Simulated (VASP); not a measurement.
# W (Fmmm) in VASP: a series of runs, part 2 of 2

VASP 6.6.1. Earlier steps stand in the parts before.

### Step 4. Single point, PBE (strain +0.0625 x Voigt [0, 0, 0, 0, 1, 0])

INCAR

```
SYSTEM = W
ALGO = Normal
EDIFF = 1E-6
ENCUT = 500
GGA = PE
GGA_COMPAT = .FALSE.
ISIF = 2
ISMEAR = 0
LASPH = .TRUE.
LCHARG = .FALSE.
LREAL = .FALSE.
LWAVE = .FALSE.
NBANDS = 13
NELM = 120
PREC = Accurate
SIGMA = 0.15
```

KPOINTS

```
k-points
0
G
  20 20 20
  0 0 0
```

POSCAR

```
W
1.0
   -1.5473843750      1.5973000000      1.5473843750
    1.6472156250     -1.5973000000      1.6472156250
    1.5473843750      1.5973000000     -1.5473843750
W
1
Direct
    0.0000000000      0.0000000000      0.0000000000
```

Potentials or basis: VASP PAW PBE potentials, release 64 (W_sv).

On the command line:

```console
> cat potpaw_PBE.64/W_sv/POTCAR > POTCAR
> mpirun -np 1 vasp_std > vasp.out
```

OUTCAR:

```text
SYSTEM = W
   EDIFF = 1E-6
   ENCUT = 500
   GGA = PE
   ISIF = 2
   ISMEAR = 0
   LASPH = .TRUE.
   LREAL = .FALSE.
   NELM = 120
   PREC = Accurate

 ion  position               nearest neighbor table
   1  0.000  0.000  0.000-

  LATTYP: Found a face centered orthorhombic cell.
 ALAT       =     3.1946000000
 B/A-ratio  =     1.3700193885
 C/A-ratio  =     1.4584077362

  Lattice vectors:

 A1 = (  -0.0998312500,   0.0000000000,  -3.1946000000)
 A2 = (  -1.6472156250,   1.5973000000,  -1.6472156250)
 A3 = (   1.5473843750,   1.5973000000,  -1.5473843750)

Analysis of symmetry for initial positions (statically):
=====================================================================
 Subroutine PRICEL returns:
 Original cell was already a primitive cell.

 Routine SETGRP: Setting up the symmetry group for a
 face centered orthorhombic supercell.

 Subroutine GETGRP returns: Found  8 space group operations
 (whereof  8 operations were pure point group operations)
 out of a pool of  8 trial point group operations.

The static configuration has the point symmetry D_2h.

Analysis of symmetry for dynamics (positions and initial velocities):
=====================================================================
 Subroutine PRICEL returns:
 Original cell was already a primitive cell.

 Routine SETGRP: Setting up the symmetry group for a
 face centered orthorhombic supercell.

 Subroutine GETGRP returns: Found  8 space group operations
 (whereof  8 operations were pure point group operations)
 out of a pool of  8 trial point group operations.

The dynamic configuration has the point symmetry D_2h.

 Subroutine INISYM returns: Found  8 space group operations
 (whereof  8 operations are pure point group operations),
 and found     1 'primitive' translations

----------------------------------------------------------------------------------------

                                     Primitive cell

  volume of cell :      16.2853

  direct lattice vectors                    reciprocal lattice vectors
    -1.547384375  1.597300000  1.547384375    -0.009791695  0.313028235  0.313334226
     1.647215625 -1.597300000  1.647215625     0.303542531  0.000000000  0.303542531
     1.547384375  1.597300000 -1.547384375     0.313334226  0.313028235 -0.009791695

  length of vectors
     2.709273721  2.824536408  2.709273721     0.443013420  0.429273964  0.443013420

  position of ions in fractional coordinates (direct lattice)
     0.000000000  0.000000000  0.000000000

  ion indices of the primitive-cell ions
   primitive index   ion index
                 1           1

----------------------------------------------------------------------------------------

 KPOINTS: k-points

Automatic generation of k-mesh.
 Grid dimensions read from file:
 generate k-points for:   20   20   20

 Generating k-lattice:

  Cartesian coordinates                     Fractional coordinates (reciprocal lattice)
    -0.000489585  0.015651412  0.015666711     0.050000000  0.000000000 -0.000000000
     0.015177127  0.000000000  0.015177127     0.000000000  0.050000000  0.000000000
     0.015666711  0.015651412 -0.000489585    -0.000000000  0.000000000  0.050000000

  Length of vectors
     0.022150671  0.021463698  0.022150671

  Shift w.r.t. Gamma in fractional coordinates (k-lattice)
     0.000000000  0.000000000  0.000000000

 Subroutine IBZKPT returns following result:
 ===========================================

 Found   1166 irreducible k-points:

 Following reciprocal coordinates:
            Coordinates               Weight
  0.000000  0.000000  0.000000      1.000000
  0.050000  0.000000 -0.000000      8.000000
  0.100000  0.000000 -0.000000      8.000000
  0.150000 -0.000000  0.000000      8.000000
  0.200000  0.000000 -0.000000      8.000000
  0.250000  0.000000  0.000000      8.000000
[... 16 lines left out ...]
 -0.450000  0.050000  0.000000      8.000000
 -0.400000  0.050000  0.000000      8.000000
 [... further k-points ...]
   k-points           NKPTS =   1166   k-points in BZ     NKDIM =   1166   number of bands    NBANDS=     13
   number of dos      NEDOS =    301   number of ions     NIONS =      1
   total plane-waves  NPLWV =   9600
   dimension x,y,z NGX =    20 NGY =   24 NGZ =   20
   dimension x,y,z NGXF=    40 NGYF=   48 NGZF=   40
   ions per type =               1
   NGX,Y,Z   is equivalent  to a cutoff of  12.27, 14.13, 12.27 a.u.
   NGXF,Y,Z  is equivalent  to a cutoff of  24.54, 28.25, 24.54 a.u.
 SYSTEM =  W
   PREC   = accura    normal or accurate (medium, high low for compatibility)
   ISTART =      0    job   : 0-new  1-cont  2-samecut
   ICHARG =      2    charge: 1-file 2-atom 10-const
   ISPIN  =      1    spin polarized calculation?
   LNONCOLLINEAR =      F non collinear calculations
   LSORBIT =      F    spin-orbit coupling
   LASPH  =      T    aspherical Exc in radial PAW
   ENCUT  =  500.0 eV  36.75 Ry    6.06 a.u.   4.94  5.15  4.94*2*pi/ulx,y,z
   NELM   =    120;   NELMIN=  2; NELMDL= -5     # of ELM steps
   EDIFF  = 0.1E-05   stopping-criterion for ELM
   LREAL  =      F    real-space projection
   EDIFFG = 0.1E-04   stopping-criterion for IOM
   NSW    =      0    number of steps for IOM
   IBRION =     -1    ionic relax: 0-MD 1-quasi-New 2-CG
   NFREE  =      0    steps in history (QN), initial steepest desc. (CG)
   ISIF   =      2    stress and relaxation
   ISYM   =      2    0-nonsym 1-usesym 2-fastsym
   POTIM  = 0.5000    time-step for ionic-motion
   TEBEG  =    0.0;   TEEND  =   0.0 temperature during run
   PSTRESS=    0.0 pullay stress
   NELECT =      14.0000    total number of electrons
   NUPDOWN=      -1.0000    fix difference up-down
   EMIN   =  10.00;   EMAX   =-10.00  energy-range for DOS
   EFERMI =   0.00;   METHOD = LEGACY
   ISMEAR =     0;   SIGMA  =   0.15  broadening in eV -4-tet -1-fermi 0-gaus
   EFERMI_NEDOS =   21; number of points for ismear=-14 and -15
   IALGO  =     38    algorithm
   IMIX   =      4    mixing-type and parameters
     AMIX     =   0.40;   BMIX     =  1.00
     AMIX_MAG =   1.60;   BMIX_MAG =  1.00
  volume/ion in A,a.u.               =      16.29       109.90
  Fermi-wavevector in a.u.,A,eV,Ry     =   1.556631  2.941607 32.968296  2.423101
  Thomas-Fermi vector in A             =   2.660399
   LORBIT       =      0    0 simple, 1 ext, 2 COOP (PROOUT), +10 PAW based schemes
   GGA     = PE    functional components
   LHFCALC =     F    Hartree Fock is set to
   AEXX    =    0.0000 exact exchange contribution
   IVDW    =     0    specifies the selected vdW correction
   LEPSILON=     F    determine dielectric tensor
   LRPA    =     F    only Hartree local field effects (RPA)
 non-spin polarized calculation
 Gauss-broadening in eV      SIGMA  =   0.15
  energy-cutoff  :      500.00
  volume of cell :       16.29
 maximum number of plane-waves:       430
   NGX =  9   NGY = 11   NGZ =  9

 number of electron      14.0000000 magnetization

 Free energy of the ion-electron system (eV)
  ---------------------------------------------------
  ext. energy  EPLUGINS =         0.00000000
  ---------------------------------------------------
  free energy    TOTEN  =       -12.93080260 eV

  energy without entropy =      -12.92671922  energy(sigma->0) =      -12.92876091

 E-fermi :  11.0913     XC(G=0): -13.4860

 val. band max:       11.0836558081   @ k =  -0.2000   0.1500   0.1500
 cond. band min:      11.1090265066   @ k =  -0.3000   0.1500   0.2500
 fundamental gap:      0.0253706985
 Fermi energy:        11.0912853269

 k-point     1 :       0.0000    0.0000    0.0000
  band No.  band energies     occupation
      1     -63.1650      2.00000
      2     -26.8577      2.00000
      3     -26.7525      2.00000
      4     -26.6686      2.00000
      5       1.5741      2.00000
      6       9.3336      2.00000
      7       9.7527      2.00000
      8      10.4062      2.00000
      9      13.2751      0.00000
     10      13.4062      0.00000
     11      24.9548      0.00000
     12      25.5368      0.00000
     13      26.0972      0.00000
[... 353 lines left out ...]
 k-point    24 :      -0.4000    0.0500    0.0000
  band No.  band energies     occupation
      1     -63.0590      2.00000
      2     -27.8075      2.00000
      3     -27.1121      2.00000
      4     -26.7448      2.00000
      5       5.0231      2.00000
      6       7.8604      2.00000
      7       9.9522      2.00000
      8      13.1576      0.00000
      9      13.8545      0.00000
     10      15.4526      0.00000
     11      23.3730      0.00000
     12      23.8719      0.00000
     13      29.9001      0.00000

 [... further k-points ...]
[... 5 lines left out ...]
  --------------------------------------------------------------------------------------
  -------------------------------------------------------------------------------------
  Total       -0.1855249     -0.1380041     -0.1855249      0.0000000     -0.0000000     -0.9151263
  in kB      -18.2522999    -13.5771100    -18.2522999      0.0000000     -0.0000000    -90.0319112
  external PRESSURE =     -16.6939033 kB  Pullay stress =       0.0000000 kB

 VOLUME and BASIS-vectors are now :
 -----------------------------------------------------------------------------
  energy-cutoff  :      500.00
  volume of cell :       16.29
      direct lattice vectors                 reciprocal lattice vectors
    -1.547384375  1.597300000  1.547384375    -0.009791695  0.313028235  0.313334226
     1.647215625 -1.597300000  1.647215625     0.303542531  0.000000000  0.303542531
     1.547384375  1.597300000 -1.547384375     0.313334226  0.313028235 -0.009791695

 POSITION                                       TOTAL-FORCE (eV/Angst)
 -----------------------------------------------------------------------------------
      0.00000      0.00000      0.00000         0.000000     -0.000000      0.000000
 -----------------------------------------------------------------------------------
    total drift:                                0.000000      0.000000     -0.000000

  FREE ENERGIE OF THE ION-ELECTRON SYSTEM (eV)
  ---------------------------------------------------
  free  energy   TOTEN  =       -12.9308026023 eV

  energy  without entropy=      -12.9267192216  energy(sigma->0) =      -12.92876091
```

OSZICAR:

```text
N       E                     dE             d eps       ncg     rms          rms(c)
DAV:   1     0.824860021672E+02    0.82486E+02   -0.73108E+03 30486   0.119E+03
DAV:   2    -0.119635043679E+02   -0.94450E+02   -0.90771E+02 34141   0.310E+02
DAV:   3    -0.135604126839E+02   -0.15969E+01   -0.15921E+01 33186   0.392E+01
DAV:   4    -0.135669316421E+02   -0.65190E-02   -0.65188E-02 33611   0.277E+00
DAV:   5    -0.135669872389E+02   -0.55597E-04   -0.55597E-04 33736   0.241E-01    0.200E+01
DAV:   6    -0.130632874782E+02    0.50370E+00   -0.43025E-01 31546   0.872E+00    0.783E+00
DAV:   7    -0.129348401352E+02    0.12845E+00   -0.21948E-01 33876   0.591E+00    0.682E-01
DAV:   8    -0.129308341724E+02    0.40060E-02   -0.43896E-03 30776   0.850E-01    0.809E-02
DAV:   9    -0.129308087148E+02    0.25458E-04   -0.10750E-04 35543   0.127E-01    0.469E-02
DAV:  10    -0.129308024987E+02    0.62162E-05   -0.14143E-05 32591   0.503E-02    0.212E-03
DAV:  11    -0.129308026023E+02   -0.10368E-06   -0.35771E-07 21318   0.723E-03
   1 F= -.12930803E+02 E0= -.12928761E+02  d E =-.408338E-02
```

stdout:

```text
POSCAR found type information on POSCAR W
 POSCAR found :  1 types and       1 ions
 scaLAPACK will be used
 LDA part: xc-table for (Slater+PW92), standard interpolation
 POSCAR, INCAR and KPOINTS ok, starting setup
 FFT: planning ... GRIDC
 FFT: planning ... GRID_SOFT
 FFT: planning ... GRID
 WAVECAR not read
 entering main loop
```

Run time: 3.8 min. Hardware: 1 thread of Intel Xeon 8259CL, shared host; peak memory 0.32 GiB.

What came out:

```yaml
Free_energy: -12.9308 eV
Pressure: -1.7 GPa
Band_gap_on_the_k_mesh: zero (bands 7 and 8 overlap by 5.31 eV)
```

Stress tensor (GPa, compression positive):
```
-1.83  0.00 -9.00
 0.00 -1.36  0.00
-9.00  0.00 -1.83
```

Caveat: the cell differs from its parent crystal (strain +0.0625 x Voigt [0, 0, 0, 0, 1, 0]); spin-orbit coupling is left out, which moves the levels of the heavy elements.

### Step 5. The runs side by side

```csv
cell,gap on the mesh (eV),pressure (GPa)
"a = 2.744, b = 2.790 Å, angles 109.5, 108.8, 109.5°, 1 atom",none,-2.5
"a = 2.687, b = 2.848 Å, angles 109.5, 107.0, 109.5°, 1 atom",none,-0.7
"a = 2.709, b = 2.825 Å, angles 109.5, 107.7, 109.5°, 1 atom",none,-1.7
```

Alike in all rows: task single point; level PBE; potentials or basis VASP PAW PBE potentials, release 64 (W_sv); no spin polarisation; k mesh 20 × 20 × 20; cutoff (eV) 500; smearing gaussian 0.15 eV.

Caveats: spin-orbit coupling is left out, which moves the levels of the heavy elements.

Absolute energies hang on the potentials; compare differences alone.
